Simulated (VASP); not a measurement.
# CdS in VASP: a series of runs, part 2 of 2

VASP 6.6.1.

**3. Single point, PBE**

Contents of INCAR:

```
SYSTEM = CdS
ALGO = Normal
EDIFF = 1E-6
ENCUT = 520
GGA = PE
ISIF = 2
ISMEAR = -1
LASPH = .True.
LCHARG = .True.
LELF = .True.
LREAL = .False.
LVHAR = .True.
LWAVE = .False.
NBANDS = 26
NELM = 80
PREC = Accurate
SIGMA = 0.05
```

Contents of KPOINTS:

```
k-points
0
Gamma
  9 9 5
  0 0 0
```

Contents of POSCAR:

```
CdS
1.0
    4.1688380995      0.0000000000      0.0000000000
   -2.0844190498      3.6103196984      0.0000000000
    0.0000000000      0.0000000000      6.7796174100
Cd S
2 2
Direct
    0.6666666700      0.3333333300      0.5016993795
    0.3333333300      0.6666666700      0.0002243700
    0.6666666700      0.3333333300      0.8767756300
    0.3333333300      0.6666666700      0.3767756300
```

Potentials or basis: VASP PAW PBE potentials, release 64 (Cd, S).

Run with:

```bash
$ cat potpaw_PBE.64/Cd/POTCAR potpaw_PBE.64/S/POTCAR > POTCAR
$ mpirun -np 1 vasp_std > vasp.out
```

OUTCAR:

```text
SYSTEM = CdS
   EDIFF = 1E-6
   ENCUT = 520
   GGA = PE
   ISIF = 2
   ISMEAR = -1
   LASPH = .True.
   LREAL = .False.
   NELM = 80
   PREC = Accurate

 ion  position               nearest neighbor table
   1  0.667  0.333  0.502-   3 2.54   4 2.55   4 2.55   4 2.55
   2  0.333  0.667  0.000-   3 2.55   3 2.55   3 2.55   4 2.55
   3  0.667  0.333  0.877-   1 2.54   2 2.55   2 2.55   2 2.55
   4  0.333  0.667  0.377-   1 2.55   1 2.55   1 2.55   2 2.55

  LATTYP: Found a hexagonal cell.
 ALAT       =     4.1688380995
 C/A-ratio  =     1.6262606626

  Lattice vectors:

 A1 = (   4.1688380995,   0.0000000000,   0.0000000000)
 A2 = (  -2.0844190498,   3.6103196984,   0.0000000000)
 A3 = (   0.0000000000,   0.0000000000,   6.7796174100)

Analysis of symmetry for initial positions (statically):
=====================================================================
 Subroutine PRICEL returns:
 Original cell was already a primitive cell.

 Routine SETGRP: Setting up the symmetry group for a
 hexagonal supercell.

 Subroutine GETGRP returns: Found  6 space group operations
 (whereof  6 operations were pure point group operations)
 out of a pool of 24 trial point group operations.

The static configuration has the point symmetry C_3v.

Analysis of symmetry for dynamics (positions and initial velocities):
=====================================================================
 Subroutine PRICEL returns:
 Original cell was already a primitive cell.

 Routine SETGRP: Setting up the symmetry group for a
 hexagonal supercell.

 Subroutine GETGRP returns: Found  6 space group operations
 (whereof  6 operations were pure point group operations)
 out of a pool of 24 trial point group operations.

The dynamic configuration has the point symmetry C_3v.

 Subroutine INISYM returns: Found  6 space group operations
 (whereof  6 operations are pure point group operations),
 and found     1 'primitive' translations

[... 107 lines left out ...]
   TEBEG  =    0.0;   TEEND  =   0.0 temperature during run
   PSTRESS=    0.0 pullay stress
   NELECT =      36.0000    total number of electrons
   NUPDOWN=      -1.0000    fix difference up-down
   EMIN   =  10.00;   EMAX   =-10.00  energy-range for DOS
   EFERMI =   0.00;   METHOD = LEGACY
   ISMEAR =    -1;   SIGMA  =   0.05  broadening in eV -4-tet -1-fermi 0-gaus
   EFERMI_NEDOS =   21; number of points for ismear=-14 and -15
   IALGO  =     38    algorithm
   IMIX   =      4    mixing-type and parameters
     AMIX     =   0.40;   BMIX     =  1.00
     AMIX_MAG =   1.60;   BMIX_MAG =  1.00
  volume/ion in A,a.u.               =      25.51       172.15
  Fermi-wavevector in a.u.,A,eV,Ry     =   1.156788  2.186012 18.206746  1.338158
  Thomas-Fermi vector in A             =   2.293405
   LORBIT       =      0    0 simple, 1 ext, 2 COOP (PROOUT), +10 PAW based schemes
   GGA     = PE    functional components
[... 5 lines left out ...]
 non-spin polarized calculation
  energy-cutoff  :      520.00
  volume of cell :      102.04
 maximum number of plane-waves:      2778
 NGX is ok and might be reduce to    32
   NGX = 15   NGY = 15   NGZ = 25

 number of electron      35.9999998 magnetization

 Free energy of the ion-electron system (eV)
  ---------------------------------------------------
  ext. energy  EPLUGINS =         0.00000000
  ---------------------------------------------------
  free energy    TOTEN  =       -12.28759101 eV

  energy without entropy =      -12.28759087  energy(sigma->0) =      -12.28759094

 E-fermi :   1.7016     XC(G=0):  -9.0139

 val. band max:        1.0780851419   @ k =   0.0000   0.0000   0.0000
 cond. band min:       2.2393195514   @ k =   0.0000   0.0000   0.0000
 fundamental gap:      1.1612344094
 Fermi energy:         1.7015576082

 k-point     1 :       0.0000    0.0000    0.0000
  band No.  band energies     occupation
      1     -11.1293      2.00000
      2     -10.7197      2.00000
      3      -6.5385      2.00000
      4      -6.5272      2.00000
      5      -6.5272      2.00000
      6      -6.4443      2.00000
[... 685 lines left out ...]
     25       9.0065      0.00000
     26       9.6914      0.00000

 [... further k-points ...]
[... 5 lines left out ...]
  --------------------------------------------------------------------------------------
  -------------------------------------------------------------------------------------
  Total        0.8754362      0.8754362      1.0289791     -0.0000000     -0.0000000      0.0000000
  in kB       13.7457744     13.7457744     16.1566473     -0.0000000     -0.0000000      0.0000000
  external PRESSURE =      14.5493987 kB  Pullay stress =       0.0000000 kB

 VOLUME and BASIS-vectors are now :
 -----------------------------------------------------------------------------
  energy-cutoff  :      520.00
  volume of cell :      102.04
      direct lattice vectors                 reciprocal lattice vectors
     4.168838100  0.000000000  0.000000000     0.239874991  0.138491890  0.000000000
    -2.084419050  3.610319698  0.000000000     0.000000000  0.276983781  0.000000000
     0.000000000  0.000000000  6.779617410     0.000000000  0.000000000  0.147500949

 POSITION                                       TOTAL-FORCE (eV/Angst)
 -----------------------------------------------------------------------------------
      2.08442      1.20344      3.40133         0.000000      0.000000     -0.067362
     -0.00000      2.40688      0.00152         0.000000     -0.000000      0.013630
      2.08442      1.20344      5.94420         0.000000      0.000000      0.039746
     -0.00000      2.40688      2.55439        -0.000000      0.000000      0.013985
 -----------------------------------------------------------------------------------
    total drift:                               -0.000000     -0.000000     -0.000116

  FREE ENERGIE OF THE ION-ELECTRON SYSTEM (eV)
  ---------------------------------------------------
  free  energy   TOTEN  =       -12.2875910070 eV

  energy  without entropy=      -12.2875908674  energy(sigma->0) =      -12.28759094
```

stdout:

```text
POSCAR found type information on POSCAR CdS
 POSCAR found :  2 types and       4 ions
 scaLAPACK will be used
 LDA part: xc-table for (Slater+PW92), standard interpolation
 POSCAR, INCAR and KPOINTS ok, starting setup
 FFT: planning ... GRIDC
 FFT: planning ... GRID_SOFT
 FFT: planning ... GRID
 WAVECAR not read
 entering main loop
```

Wall time 72 s (1 thread of Intel Xeon Platinum 8488C (Sapphire Rapids), shared host); peak memory 0.28 GiB.

Results:

| Property | Result |
| --- | --- |
| Free energy | -12.2876 eV |
| Pressure | 1.5 GPa |
| Largest force | 0.067 eV/Å |
| Band gap on the k mesh | 1.16 eV, direct |

Forces in eV/Å, atoms in the order of the input:
```
Cd   0.000  0.000 -0.067
Cd   0.000  0.000  0.014
S    0.000  0.000  0.040
S    0.000  0.000  0.014
```

Stress tensor (GPa, compression positive):
```
1.37 0.00 0.00
0.00 1.37 0.00
0.00 0.00 1.62
```

Levels at points of the mesh, in eV from the valence-band top:
| k point | band 14 | band 15 | band 16 | band 17 | band 18 | band 19 | band 20 | band 21 | band 22 | band 23 |
| --- | --- | --- | --- | --- | --- | --- | --- | --- | --- | --- |
| (0.00, 0.00, 0.00) | -0.73 | -0.73 | -0.04 | 0.00 | 0.00 | 1.16 | 2.77 | 6.48 | 6.48 | 6.79 |

As with any semilocal functional, this PBE gap is likely too small.

**4. Single point, PBE**

Contents of INCAR:

```
  PREC = Accurate
  ENCUT = 520
  EDIFF = 1E-7
  ISMEAR = -1
  SIGMA = 0.05
  LREAL = False
  LASPH = True
  NELM = 100
  ALGO = Normal
  ISIF = 2
  LWAVE = False
  LCHARG = False
  GGA = PE
  NBANDS = 26
```

Contents of KPOINTS:

```
regular mesh
0
Gamma
  9 9 5
```

POSCAR, as its differences from that of step 3:

```diff
@@ -8,3 +8,3 @@
 Direct
-    0.6666666700      0.3333333300      0.5016993795
+    0.6666666700      0.3333333300      0.4987493605
     0.3333333300      0.6666666700      0.0002243700
```

Potentials or basis: VASP PAW PBE potentials, release 64 (Cd, S).

Run with:

```bash
$ cat potpaw_PBE.64/Cd/POTCAR potpaw_PBE.64/S/POTCAR > POTCAR
$ mpirun -np 1 vasp_std > vasp.out
```

OUTCAR:

```text
PREC = Accurate
   ENCUT = 520
   EDIFF = 1E-7
   ISMEAR = -1
   LREAL = False
   LASPH = True
   NELM = 100
   ISIF = 2
   GGA = PE

 ion  position               nearest neighbor table
   1  0.667  0.333  0.499-   4 2.54   4 2.54   4 2.54   3 2.56
   2  0.333  0.667  0.000-   3 2.55   3 2.55   3 2.55   4 2.55
   3  0.667  0.333  0.877-   2 2.55   2 2.55   2 2.55   1 2.56
   4  0.333  0.667  0.377-   1 2.54   1 2.54   1 2.54   2 2.55

  LATTYP: Found a hexagonal cell.
 ALAT       =     4.1688380995
[... 886 lines left out ...]
     25       8.9969      0.00000
     26       9.7009      0.00000

 [... further k-points ...]
[... 5 lines left out ...]
  --------------------------------------------------------------------------------------
  -------------------------------------------------------------------------------------
  Total        0.9533786      0.9533786      0.8904617     -0.0000000      0.0000000      0.0000000
  in kB       14.9695962     14.9695962     13.9816992     -0.0000000      0.0000000      0.0000000
  external PRESSURE =      14.6402972 kB  Pullay stress =       0.0000000 kB

 VOLUME and BASIS-vectors are now :
 -----------------------------------------------------------------------------
  energy-cutoff  :      520.00
  volume of cell :      102.04
      direct lattice vectors                 reciprocal lattice vectors
     4.168838100  0.000000000  0.000000000     0.239874991  0.138491890  0.000000000
    -2.084419050  3.610319698  0.000000000     0.000000000  0.276983781  0.000000000
     0.000000000  0.000000000  6.779617410     0.000000000  0.000000000  0.147500949

 POSITION                                       TOTAL-FORCE (eV/Angst)
 -----------------------------------------------------------------------------------
      2.08442      1.20344      3.38133        -0.000000      0.000000      0.058117
     -0.00000      2.40688      0.00152        -0.000000      0.000000     -0.020453
      2.08442      1.20344      5.94420        -0.000000      0.000000     -0.030858
     -0.00000      2.40688      2.55439         0.000000     -0.000000     -0.006807
 -----------------------------------------------------------------------------------
    total drift:                               -0.000000     -0.000000     -0.000839

  FREE ENERGIE OF THE ION-ELECTRON SYSTEM (eV)
  ---------------------------------------------------
  free  energy   TOTEN  =       -12.2876647539 eV

  energy  without entropy=      -12.2876646176  energy(sigma->0) =      -12.28766469
```

OSZICAR:

```text
N       E                     dE             d eps       ncg     rms          rms(c)
DAV:   1     0.246214691608E+03    0.24621E+03   -0.17569E+04  2600   0.127E+03
DAV:   2     0.336460324244E+00   -0.24588E+03   -0.23756E+03  2790   0.319E+02
DAV:   3    -0.132387699191E+02   -0.13575E+02   -0.13490E+02  3188   0.745E+01
DAV:   4    -0.133786114988E+02   -0.13984E+00   -0.13972E+00  2924   0.730E+00
DAV:   5    -0.133807648567E+02   -0.21534E-02   -0.21532E-02  3102   0.912E-01    0.108E+01
DAV:   6    -0.123096287003E+02    0.10711E+01   -0.19286E+00  3428   0.140E+01    0.862E+00
DAV:   7    -0.122908371574E+02    0.18792E-01   -0.70153E-01  2730   0.445E+00    0.397E+00
DAV:   8    -0.122886002947E+02    0.22369E-02   -0.81452E-02  2818   0.281E+00    0.511E-01
DAV:   9    -0.122872704447E+02    0.13298E-02   -0.14045E-02  2930   0.145E+00    0.146E-01
DAV:  10    -0.122875077323E+02   -0.23729E-03   -0.12151E-03  2778   0.340E-01    0.118E-01
DAV:  11    -0.122876638969E+02   -0.15616E-03   -0.27443E-04  2908   0.113E-01    0.831E-02
DAV:  12    -0.122876625371E+02    0.13598E-05   -0.14013E-04  2730   0.852E-02    0.158E-02
DAV:  13    -0.122876640959E+02   -0.15588E-05   -0.16885E-05  3154   0.269E-02    0.793E-03
DAV:  14    -0.122876649641E+02   -0.86823E-06   -0.23774E-06  2692   0.131E-02    0.684E-03
DAV:  15    -0.122876647659E+02    0.19821E-06   -0.31524E-07  2934   0.347E-03    0.277E-03
DAV:  16    -0.122876647539E+02    0.12012E-07   -0.32545E-08  1832   0.111E-03
   1 F= -.12287665E+02 E0= -.12287665E+02  d E =-.136255E-06
```

Wall time 78 s (1 thread of Intel Xeon Platinum 8488C (Sapphire Rapids), shared host); peak memory 0.28 GiB.

What came out:

- Free energy: -12.2877 eV
- Pressure: 1.5 GPa
- Largest force: 0.058 eV/Å
- Band gap on the k mesh: 1.16 eV, direct

Forces in eV/Å, atoms in the order of the input:
```
Cd   0.000  0.000  0.058
Cd   0.000  0.000 -0.020
S    0.000  0.000 -0.031
S    0.000  0.000 -0.007
```
